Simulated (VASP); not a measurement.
Lu, 1 atom in the cell. It takes space group Pm-3m (No. 221, cubic). The conventional cell has a = 3.190 Å, b = 3.190 Å, c = 3.190 Å, α = 90.00°, β = 90.00°, γ = 90.00°. Within 4.2 Å of Lu (site symmetry m-3m) lie 6 Lu at 3.19 Å. 

```yaml
Program: VASP 6.6.1
Task: relaxation of cell and atoms
Functional: PBEsol
Potentials_or_basis: VASP PAW PBE potentials, release 64 (Lu)
Cutoff: 600 eV
k_mesh: 6 × 6 × 6
Occupations: gaussian, width 0.05 eV
Spin: no spin polarisation
Target_pressure: 20 GPa
Dipole_correction: no
Further_INCAR_settings: ALGO = Normal; EDIFF = 1e-06; IBRION = 2; EDIFFG = -0.03; NSW = 80; ISIF = 3
```

Potentials or basis: VASP PAW PBE potentials, release 64 (Lu).

Launch:

```bash
$ cat potpaw_PBE.64/Lu/POTCAR > POTCAR
$ mpirun -np 1 vasp_std > vasp.out
```

Hardware: 1 thread of Intel(R) Xeon(R) Platinum 8375C CPU @ 2.90GHz (Ice Lake), with other jobs on the host.

Problem. Estimate the wall time of this run.

Solution. Wall time 92 s on 1 thread of Intel(R) Xeon(R) Platinum 8375C CPU @ 2.90GHz (Ice Lake) (shared host), peak memory 0.19 GiB. Counts: scf iterations 66, k points 20, ion steps 6.
